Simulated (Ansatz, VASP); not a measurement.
## LaCuTe2: VASP beside Ansatz

```
CELL_PARAMETERS angstrom
2.21549 1.27912 6.81766
-2.21549 1.27912 6.81766
0.00000 -2.55823 6.81766
ATOMIC_POSITIONS crystal
Cu 0.00000 0.00000 0.00000
La 0.50000 0.50000 0.50000
Te 0.26121 0.26121 0.26121
Te 0.73879 0.73879 0.73879
```

Change from the starting cell: epitaxial_xy strain -1.0%.

Alike in both runs: task single point; functional r2SCAN; k mesh 6 × 6 × 6; no spin polarisation.

|  | VASP | Ansatz |
| --- | --- | --- |
| version | VASP 6.6.1 | Ansatz 0.2.0 |
| potentials or method | VASP PAW PBE potentials, release 64 (Cu, La, Te) | plane waves, PAW |
| plane-wave cutoff (eV) | 520 | 500 |
| occupations | gaussian, width 0.01 eV | fixed |
| valence electrons in the cell | 34 | 62 |

```csv
,VASP,Ansatz,Ansatz less VASP
gap on the k mesh at the Fermi level (eV),0.93,0.93,+0.001
pressure (GPa),0.5,0.5,+0.05
"traceless stress, the component that is largest in VASP (GPa)",-0.52,-0.52,0.000
rms of the force components (eV/Å),0.004,0.000,-0.0044
```

VASP's potentials were made for PBE, not for r2SCAN. Atom by atom the forces differ by 0.004 eV/Å (rms over components). VASP's potentials hold 34 valence electrons a cell and Ansatz's 62, so a difference there can come from the potentials and not from the codes.

Spin-orbit coupling is off throughout.
